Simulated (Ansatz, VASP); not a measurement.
**One calculation of Ta2NbN3, two programs**

```
Ta Nb N
1.0
    -0.00033    0.00019   -2.91624
     2.61687   -4.53105    0.00053
    -7.84673   -4.52882   -0.00054
Ta Nb N
4 2 6
Cartesian
  -5.2296 -6.0393 -1.4583
  0.0028 -6.0406 -1.4578
  -5.2318 -3.0199 -1.4585
  -0.0006 -3.0213 -1.4579
  -7.8475 -4.5273 -2.9164
  -2.6156 -4.5289 -0.0004
  -5.7844 -4.5298 -0.0004
  -0.5532 -4.5314 0.0003
  -3.6470 -2.7430 -2.9165
  -6.2624 -7.2731 -2.9166
  -3.6455 -6.3157 -2.9161
  -1.0301 -1.7854 -2.9163
```

Change from the starting cell: cell x2, atoms moved at random (sigma 0.15 Å) and cell strained at random (1.5 %), then relaxed without symmetry.

Alike in both runs: functional PBE; k mesh 8 × 4 × 4; occupations gaussian, width 0.2 eV; no spin polarisation.

Ansatz relaxed the structure, and its values are those at the end. VASP's run is a single point on that final structure, the one shown.

|  | VASP | Ansatz |
| --- | --- | --- |
| version | VASP 6.6.1 | Ansatz 0.2.0 |
| potentials or method | VASP PAW PBE potentials, release 64 (Ta_pv, Nb_sv, N), cutoff 520 eV | scalar-relativistic, plane waves, PAW |
| valence electrons in the cell | 100 | 108 |

Ansatz gave:

```
gap on the k mesh at the Fermi level (eV) : none
pressure (GPa)                            : 0.0
rms of the force components (eV/Å)        : 0.010
```

Problem. Which values does VASP return?

Solution. gap on the k mesh at the Fermi level (eV): none; pressure (GPa): 0.3; rms of the force components (eV/Å): 0.017.

A gap of «none» marks a metal or a gap that the smearing closes. VASP's potentials hold 100 valence electrons a cell and Ansatz's 108, so a difference there can come from the potentials and not from the codes.

Neither program's run includes spin-orbit coupling.
